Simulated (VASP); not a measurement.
A run of VASP 6.6.1:

The input INCAR:

```
PREC = Accurate
ENCUT = 520
EDIFF = 1E-6
ISMEAR = 0
SIGMA = 0.1
LREAL = F
LASPH = T
NELM = 60
ALGO = Normal
ISIF = 2
LWAVE = F
LCHARG = F
GGA = PE
NBANDS = 41
```

The input KPOINTS:

```
Automatic mesh
0
Gamma
  6 6 2
```

Contents of POSCAR:

```
Ir2Ru
1.0
    2.7650778297      0.0000000029      0.0000000000
   -1.3825389174      2.3946276425      0.0000000000
    0.0000000000      0.0000000000     12.9820938032
Ru Ir
2 4
Direct
    0.3333333333      0.6666666667      0.2500000000
    0.6666666667      0.3333333333      0.7500000000
    0.3333333333      0.6666666667      0.9141501040
    0.3333333333      0.6666666667      0.5858498960
    0.6666666667      0.3333333333      0.0858498960
    0.6666666667      0.3333333333      0.4141501040
```

Potentials or basis: VASP PAW PBE potentials, release 64 (Ru_pv, Ir).

The run is started by

```console
$ cat potpaw_PBE.64/Ru_pv/POTCAR potpaw_PBE.64/Ir/POTCAR > POTCAR
$ mpirun -np 1 vasp_std > vasp.out
```

Hardware: 1 thread of AMD EPYC 9R45 (Zen 5), on a shared host.

Problem. How long does it take, and how much memory?

Solution. It took 51 s on 1 thread of AMD EPYC 9R45 (Zen 5), on a shared host, peak memory 0.2 GiB. Counts: scf iterations 18, k points 14.
